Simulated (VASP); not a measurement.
# Zn (P6_3/mmc) in VASP: a series of runs

Runs on Zn. Level: LDA. Tasks: single point, relaxation of cell and atoms.

Everything below comes from runs of VASP 6.6.1. Logs are shortened: lines on timing, memory, paths and dates and some standing lists are left out, and cuts for length are marked.

## (1) The cell of the first run

Symmetry: P6_3/mmc, No. 194, hexagonal system. The conventional cell has a = 2.614 Å, b = 2.614 Å, c = 4.873 Å, α = 90.00°, β = 90.00°, γ = 120.00°. Within 3.4 Å of Zn (site symmetry -6m2) lie 12 Zn at 2.61 to 2.87 Å.

## (2) Single point, LDA

Input file INCAR:

```
PREC     = Accurate       # precision mode
ENCUT    = 520            # plane-wave cutoff, eV
EDIFF    = 1E-6           # SCF threshold, eV
ISMEAR   = 0              # smearing method
SIGMA    = 0.1            # smearing width, eV
LREAL    = F              # projectors in reciprocal space
LASPH    = T              # aspherical terms in the spheres
NELM     = 80             # most SCF steps
ALGO     = Fast           # electronic algorithm
ISIF     = 2              # what is computed and relaxed
LWAVE    = F              # write WAVECAR
LCHARG   = T              # write CHGCAR
LELF     = T              # ELF
LVHAR    = T            
NBANDS   = 19             # bands
```

Input file KPOINTS:

```
Automatic mesh
0
Gamma
  9 9 4
```

Input file POSCAR:

```
Zn
1.0
    2.6143598000      0.0000000000      0.0000000000
   -1.3071799000      2.2641020000      0.0000000000
    0.0000000000      0.0000000000      4.8731610200
Zn
2
Direct
    0.3333333300      0.6666666700      0.2500000000
    0.6666666700      0.3333333300      0.7500000000
```

Potentials or basis: VASP PAW LDA potentials, release 64 (Zn).

Launch:

```
cat potpaw_LDA.64/Zn/POTCAR > POTCAR
mpirun -np 1 vasp_std > vasp.out
```

OUTCAR:

```text
PREC = Accurate
   ENCUT = 520
   EDIFF = 1E-6
   ISMEAR = 0
   LREAL = F
   LASPH = T
   NELM = 80
   ISIF = 2

 ion  position               nearest neighbor table
   1  0.333  0.667  0.250-   2 2.87   2 2.87   2 2.87   2 2.87   2 2.87   2 2.87
   2  0.667  0.333  0.750-   1 2.87   1 2.87   1 2.87   1 2.87   1 2.87   1 2.87

  LATTYP: Found a hexagonal cell.
 ALAT       =     2.6143598000
 C/A-ratio  =     1.8639978399

  Lattice vectors:

 A1 = (   2.6143598000,   0.0000000000,   0.0000000000)
 A2 = (  -1.3071799000,   2.2641020000,   0.0000000000)
 A3 = (   0.0000000000,   0.0000000000,   4.8731610200)

Analysis of symmetry for initial positions (statically):
=====================================================================
 Subroutine PRICEL returns:
 Original cell was already a primitive cell.

 Routine SETGRP: Setting up the symmetry group for a
 hexagonal supercell.

 Subroutine GETGRP returns: Found 24 space group operations
 (whereof 12 operations were pure point group operations)
 out of a pool of 24 trial point group operations.

The static configuration has the point symmetry D_3d.
 The point group associated with its full space group is D_6h.

Analysis of symmetry for dynamics (positions and initial velocities):
=====================================================================
 Subroutine PRICEL returns:
 Original cell was already a primitive cell.

 Routine SETGRP: Setting up the symmetry group for a
 hexagonal supercell.

 Subroutine GETGRP returns: Found 24 space group operations
 (whereof 12 operations were pure point group operations)
 out of a pool of 24 trial point group operations.

The dynamic configuration has the point symmetry D_3d.
 The point group associated with its full space group is D_6h.

 Subroutine INISYM returns: Found 24 space group operations
 (whereof 12 operations are pure point group operations),
 and found     1 'primitive' translations

----------------------------------------------------------------------------------------

                                     Primitive cell

  volume of cell :      28.8451

  direct lattice vectors                    reciprocal lattice vectors
     2.614359800  0.000000000  0.000000000     0.382502822  0.220838107  0.000000000
    -1.307179900  2.264102000  0.000000000     0.000000000  0.441676214  0.000000000
     0.000000000  0.000000000  4.873161020     0.000000000  0.000000000  0.205205614

  length of vectors
     2.614359800  2.614359799  4.873161020     0.441676214  0.441676214  0.205205614

  position of ions in fractional coordinates (direct lattice)
     0.333333330  0.666666670  0.250000000
     0.666666670  0.333333330  0.750000000

  ion indices of the primitive-cell ions
   primitive index   ion index
                 1           1
                 2           2

----------------------------------------------------------------------------------------

 KPOINTS: Automatic mesh

Automatic generation of k-mesh.
 Grid dimensions read from file:
 generate k-points for:    9    9    4

 Generating k-lattice:

  Cartesian coordinates                     Fractional coordinates (reciprocal lattice)
     0.042500314  0.024537567  0.000000000     0.111111111  0.000000000  0.000000000
     0.000000000  0.049075135  0.000000000     0.000000000  0.111111111  0.000000000
     0.000000000  0.000000000  0.051301404     0.000000000  0.000000000  0.250000000

  Length of vectors
     0.049075135  0.049075135  0.051301404

  Shift w.r.t. Gamma in fractional coordinates (k-lattice)
     0.000000000  0.000000000  0.000000000

 Subroutine IBZKPT returns following result:
 ===========================================

 Found     36 irreducible k-points:

 Following reciprocal coordinates:
            Coordinates               Weight
  0.000000  0.000000  0.000000      1.000000
  0.111111 -0.000000  0.000000      6.000000
  0.222222 -0.000000  0.000000      6.000000
  0.333333 -0.000000  0.000000      6.000000
  0.444444 -0.000000  0.000000      6.000000
  0.111111  0.111111  0.000000      6.000000
[... 16 lines left out ...]
  0.333333  0.222222  0.250000     24.000000
  0.333333  0.333333  0.250000      4.000000
 [... further k-points ...]
   k-points           NKPTS =     36   k-points in BZ     NKDIM =     36   number of bands    NBANDS=     19
   number of dos      NEDOS =    301   number of ions     NIONS =      2
   total plane-waves  NPLWV =  14400
   dimension x,y,z NGX =    20 NGY =   20 NGZ =   36
   dimension x,y,z NGXF=    40 NGYF=   40 NGZF=   72
   ions per type =               2
   NGX,Y,Z   is equivalent  to a cutoff of  12.72, 12.72, 12.28 a.u.
   NGXF,Y,Z  is equivalent  to a cutoff of  25.44, 25.44, 24.56 a.u.
 SYSTEM =  unknown system
   PREC   = accura    normal or accurate (medium, high low for compatibility)
   ISTART =      0    job   : 0-new  1-cont  2-samecut
   ICHARG =      2    charge: 1-file 2-atom 10-const
   ISPIN  =      1    spin polarized calculation?
   LNONCOLLINEAR =      F non collinear calculations
   LSORBIT =      F    spin-orbit coupling
   LASPH  =      T    aspherical Exc in radial PAW
   ENCUT  =  520.0 eV  38.22 Ry    6.18 a.u.   4.86  4.86  9.06*2*pi/ulx,y,z
   NELM   =     80;   NELMIN=  2; NELMDL= -5     # of ELM steps
   EDIFF  = 0.1E-05   stopping-criterion for ELM
   LREAL  =      F    real-space projection
   EDIFFG = 0.1E-04   stopping-criterion for IOM
   NSW    =      0    number of steps for IOM
   IBRION =     -1    ionic relax: 0-MD 1-quasi-New 2-CG
   NFREE  =      0    steps in history (QN), initial steepest desc. (CG)
   ISIF   =      2    stress and relaxation
   ISYM   =      2    0-nonsym 1-usesym 2-fastsym
   POTIM  = 0.5000    time-step for ionic-motion
   TEBEG  =    0.0;   TEEND  =   0.0 temperature during run
   PSTRESS=    0.0 pullay stress
   NELECT =      24.0000    total number of electrons
   NUPDOWN=      -1.0000    fix difference up-down
   EMIN   =  10.00;   EMAX   =-10.00  energy-range for DOS
   EFERMI =   0.00;   METHOD = LEGACY
   ISMEAR =     0;   SIGMA  =   0.10  broadening in eV -4-tet -1-fermi 0-gaus
   EFERMI_NEDOS =   21; number of points for ismear=-14 and -15
   IALGO  =     68    algorithm
   IMIX   =      4    mixing-type and parameters
     AMIX     =   0.40;   BMIX     =  1.00
     AMIX_MAG =   1.60;   BMIX_MAG =  1.00
  volume/ion in A,a.u.               =      14.42        97.33
  Fermi-wavevector in a.u.,A,eV,Ry     =   1.539765  2.909735 32.257744  2.370877
  Thomas-Fermi vector in A             =   2.645947
   LORBIT       =      0    0 simple, 1 ext, 2 COOP (PROOUT), +10 PAW based schemes
   GGA     = CA    functional components
   LHFCALC =     F    Hartree Fock is set to
   AEXX    =    0.0000 exact exchange contribution
   IVDW    =     0    specifies the selected vdW correction
   LEPSILON=     F    determine dielectric tensor
   LRPA    =     F    only Hartree local field effects (RPA)
 non-spin polarized calculation
 RMM-DIIS sequential band-by-band and
 Gauss-broadening in eV      SIGMA  =   0.10
  energy-cutoff  :      520.00
  volume of cell :       28.85
 maximum number of plane-waves:       792
 NGX is ok and might be reduce to    20
   NGX =  9   NGY =  9   NGZ = 19

 number of electron      24.0000032 magnetization

 Free energy of the ion-electron system (eV)
  ---------------------------------------------------
  ext. energy  EPLUGINS =         0.00000000
  ---------------------------------------------------
  free energy    TOTEN  =        -3.68307588 eV

  energy without entropy =       -3.67666632  energy(sigma->0) =       -3.67987110

 E-fermi :   3.5245     XC(G=0): -12.1708

 val. band max:        3.5088518492   @ k =   0.2222   0.2222   0.0000
 cond. band min:       3.5621606130   @ k =   0.3333   0.1111   0.0000
 fundamental gap:      0.0533087638
 Fermi energy:         3.5245133008

 k-point     1 :       0.0000    0.0000    0.0000
  band No.  band energies     occupation
      1      -7.5654      2.00000
      2      -5.6717      2.00000
      3      -4.9020      2.00000
      4      -4.6412      2.00000
      5      -4.6412      2.00000
      6      -4.5869      2.00000
[... 11 lines left out ...]
     18      23.0613      0.00000
     19      23.1507      0.00000

 k-point     2 :       0.1111   -0.0000    0.0000
  band No.  band energies     occupation
      1      -7.1874      2.00000
      2      -5.5072      2.00000
      3      -4.8661      2.00000
      4      -4.6757      2.00000
      5      -4.6215      2.00000
      6      -4.5479      2.00000
[... 11 lines left out ...]
     18      21.4360      0.00000
     19      23.1176      0.00000

 k-point     3 :       0.2222   -0.0000    0.0000
  band No.  band energies     occupation
      1      -6.1566      2.00000
      2      -5.2419      2.00000
      3      -4.8030      2.00000
      4      -4.7227      2.00000
      5      -4.6868      2.00000
      6      -4.4797      2.00000
[... 11 lines left out ...]
     18      19.5689      0.00000
     19      19.6610      0.00000

 k-point     4 :       0.3333   -0.0000    0.0000
  band No.  band energies     occupation
      1      -5.4175      2.00000
      2      -5.2888      2.00000
      3      -5.0043      2.00000
      4      -4.6336      2.00000
      5      -4.5392      2.00000
      6      -4.4157      2.00000
[... 11 lines left out ...]
     18      18.6738      0.00000
     19      20.3336      0.00000

 k-point     5 :       0.4444   -0.0000    0.0000
  band No.  band energies     occupation
      1      -5.4425      2.00000
      2      -5.3533      2.00000
      3      -5.1650      2.00000
      4      -4.6433      2.00000
      5      -4.4923      2.00000
      6      -4.4671      2.00000
[... 11 lines left out ...]
     18      18.2283      0.00000
     19      19.3378      0.00000
[... 334 lines left out ...]
      2      -5.3200      2.00000
      3      -5.0512      2.00000
      4      -4.8888      2.00000
      5      -4.5205      2.00000
      6      -4.2738      2.00000
[... 11 lines left out ...]
     18      14.6122      0.00000
     19      19.9529      0.00000

 k-point    22 :       0.2222    0.2222    0.2500
  band No.  band energies     occupation
      1      -5.0725      2.00000
      2      -4.9792      2.00000
      3      -4.9586      2.00000
      4      -4.8358      2.00000
      5      -4.6560      2.00000
      6      -4.5273      2.00000
[... 11 lines left out ...]
     18      15.8327      0.00000
     19      18.1427      0.00000

 k-point    23 :       0.3333    0.2222    0.2500
  band No.  band energies     occupation
      1      -5.1200      2.00000
      2      -5.0290      2.00000
      3      -4.8787      2.00000
      4      -4.8311      2.00000
      5      -4.6833      2.00000
      6      -4.4034      2.00000
[... 11 lines left out ...]
     18      13.7072      0.00000
     19      16.9170      0.00000

 k-point    24 :       0.3333    0.3333    0.2500
  band No.  band energies     occupation
      1      -4.9553      2.00000
      2      -4.8840      2.00000
      3      -4.8840      2.00000
      4      -4.7442      2.00000
      5      -4.6301      2.00000
      6      -4.6301      2.00000
[... 11 lines left out ...]
     18      12.9851      0.00000
     19      14.4112      0.00000

 [... further k-points ...]
[... 5 lines left out ...]
  --------------------------------------------------------------------------------------
  -------------------------------------------------------------------------------------
  Total       -0.9155709     -0.9155709     -0.7679751      0.0000000      0.0000000      0.0000000
  in kB      -50.8546274    -50.8546273    -42.6565374      0.0000000      0.0000000      0.0000000
  external PRESSURE =     -48.1219307 kB  Pullay stress =       0.0000000 kB

 VOLUME and BASIS-vectors are now :
 -----------------------------------------------------------------------------
  energy-cutoff  :      520.00
  volume of cell :       28.85
      direct lattice vectors                 reciprocal lattice vectors
     2.614359800  0.000000000  0.000000000     0.382502822  0.220838107  0.000000000
    -1.307179900  2.264102000  0.000000000     0.000000000  0.441676214  0.000000000
     0.000000000  0.000000000  4.873161020     0.000000000  0.000000000  0.205205614

 POSITION                                       TOTAL-FORCE (eV/Angst)
 -----------------------------------------------------------------------------------
     -0.00000      1.50940      1.21829        -0.000000      0.000000      0.000000
      1.30718      0.75470      3.65487         0.000000      0.000000      0.000000
 -----------------------------------------------------------------------------------
    total drift:                               -0.000001      0.000000      0.000000

  FREE ENERGIE OF THE ION-ELECTRON SYSTEM (eV)
  ---------------------------------------------------
  free  energy   TOTEN  =        -3.6830758773 eV

  energy  without entropy=       -3.6766663186  energy(sigma->0) =       -3.67987110
```

Wall time 7.2 s (1 thread of Intel Xeon 6975P-C (Granite Rapids), shared host); peak memory 0.13 GiB.

Results:

```yaml
Free_energy: -3.6831 eV
Pressure: -4.8 GPa
Band_gap_on_the_k_mesh: zero (band 12 reaches 4.23 eV, above the bottom of band 13 at 0.17 eV)
```

Stress tensor (GPa, compression positive):
```
-5.09  0.00  0.00
 0.00 -5.09  0.00
 0.00  0.00 -4.27
```

(Continued in part 2 of 2.)
